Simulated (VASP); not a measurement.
Wanted: the native input for a VASP 6.6.1 run.

```yaml
Task: single point
Functional: PBE
Potentials_or_basis: VASP PAW PBE potentials, release 64 (Si, C)
Cutoff: 600 eV
k_mesh: 8 × 8 × 8
Occupations: gaussian, width 0.1 eV
Spin: no spin polarisation
Dipole_correction: no
Further_INCAR_settings: ALGO = Normal; EDIFF = 1e-06; NBANDS = 11
```

The structure of SiC lies in POSCAR:

```
SiC
1.0
    0.0000000000      2.1790000000      2.1790000000
    2.1790000000      0.0000000000      2.1790000000
    2.1790000000      2.1790000000      0.0000000000
Si C
1 1
Direct
    0.0000000000      0.0000000000      0.0000000000
    0.2500000000      0.2500000000      0.2500000000
```

These files were run (other wordings do the same):

INCAR

```
SYSTEM = SiC
PREC     = Accurate       ! precision mode
ENCUT    = 600            ! plane-wave cutoff, eV
EDIFF    = 1E-6           ! SCF threshold, eV
ISMEAR   = 0              ! smearing method
SIGMA    = 0.1            ! smearing width, eV
LREAL    = .FALSE.        ! projectors in reciprocal space
LASPH    = .TRUE.         ! aspherical terms in the spheres
NELM     = 120            ! most SCF steps
ALGO     = Normal         ! electronic algorithm
ISIF     = 2              ! what is computed and relaxed
LWAVE    = .FALSE.        ! write WAVECAR
LCHARG   = .FALSE.        ! write CHGCAR
GGA      = PE             ! functional
NBANDS   = 11             ! bands
GGA_COMPAT= .FALSE.
```

KPOINTS

```
regular mesh
0
G
  8 8 8
  0 0 0
```

Potentials or basis: VASP PAW PBE potentials, release 64 (Si, C).

Launch:

```console
$ cat potpaw_PBE.64/Si/POTCAR potpaw_PBE.64/C/POTCAR > POTCAR
$ mpirun -np 1 vasp_std > vasp.out
```

Results of the run:

```yaml
Pressure: 3.1 GPa
Band_gap_on_the_k_mesh: 1.36 eV (least direct gap 4.54 eV)
```

Caveat: the cell stands under pressure.

It took 6.3 s on 1 thread of Intel(R) Xeon(R) Platinum 8488C (Sapphire Rapids), on a shared host, peak memory 0.15 GiB.
